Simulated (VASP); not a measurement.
A run of VASP 6.6.1 is set up as follows.

INCAR

```
SYSTEM = Sc3Te2
PREC     = Accurate       ! precision mode
ENCUT    = 600            ! plane-wave cutoff, eV
EDIFF    = 1E-7           ! SCF threshold, eV
ISMEAR   = 0              ! smearing method
SIGMA    = 0.1            ! smearing width, eV
LREAL    = .False.        ! projectors in reciprocal space
LASPH    = .True.         ! aspherical terms in the spheres
NELM     = 60             ! most SCF steps
ALGO     = Normal         ! electronic algorithm
ISIF     = 3              ! what is computed and relaxed
LWAVE    = .False.        ! write WAVECAR
LCHARG   = .False.        ! write CHGCAR
GGA      = PE             ! functional
IBRION   = 2              ! ionic algorithm
NSW      = 90             ! ionic steps
EDIFFG   = -0.04          ! ionic threshold
```

Contents of KPOINTS:

```
regular mesh
0
Gamma
  6 6 4
  0 0 0
```

Contents of POSCAR:

```
Sc3Te2
1.0
    4.7949746000      0.0000000000      0.0000000000
   -2.3974873000      4.1525698100      0.0000000000
    0.0000000000      0.0000000000      5.8880550600
Sc Te
3 2
Direct
    0.0000000000      0.0000000000      0.7454000100
    0.0000000000      0.0000000000      0.2545999900
    0.6666666700      0.3333333300      0.0000000000
    0.6666666700      0.3333333300      0.5000000000
    0.3333333300      0.6666666700      0.0000000000
```

Potentials or basis: VASP PAW PBE potentials, release 64 (Sc_sv, Te).

The run is started by

```sh
$ cat potpaw_PBE.64/Sc_sv/POTCAR potpaw_PBE.64/Te/POTCAR > POTCAR
$ mpirun -np 1 vasp_std > vasp.out
```

Estimate the space group after relaxing (to 0.05 Å).

P-6m2 (No. 187).

Estimate the relaxed cell.

a = 4.968 Å, b = 4.968 Å, c = 5.969 Å, α = 90.00°, β = 90.00°, γ = 120.00°.

The path:
```
step  energy change (eV)  largest force (eV/Å)  pressure (GPa)  volume (Å³)
   1              0.0000                0.7000            5.32       117.24
   2             -0.1743                0.6159           -1.68       130.95
   3             -0.1853                0.6303           -0.50       128.00
   4             -0.2215                0.4117           -0.30       127.85
   5             -0.2438                0.0374            0.15       127.59
```
